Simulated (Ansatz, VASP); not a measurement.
## One calculation of PbS, two programs

```xyz
2
Lattice="-2.1249 2.1249 3.0052 2.1249 -2.1249 3.0052 2.1249 2.1249 -3.0052" Properties=species:S:1:pos:R:3 pbc="T T T"
Pb    0.0000    0.0000    3.0113
S     0.0000    0.0000    6.0044
```

Change from the starting cell: the structure that the rattled cell fell into.

Alike in both runs: functional PBE; k mesh 12 × 12 × 12; occupations gaussian, width 0.02 eV; no spin polarisation.

Ansatz relaxed the structure, and its values are those at the end. VASP's run is a single point on that final structure, the one shown.

```csv
,VASP,Ansatz
version,VASP 6.6.1,Ansatz 0.2.0
potentials or method,"VASP PAW PBE potentials, release 64 (Pb_d, S), cutoff 520 eV","scalar-relativistic, plane waves, PAW"
valence electrons in the cell,20,20
```

```tsv
	VASP	Ansatz	Ansatz less VASP
gap on the k mesh at the Fermi level (eV)	0.50	0.50	-0.007
least direct gap on the mesh (eV)	0.50	0.50	-0.007
pressure (GPa)	-0.1	0.0	+0.07
```

Spin-orbit coupling is off throughout.
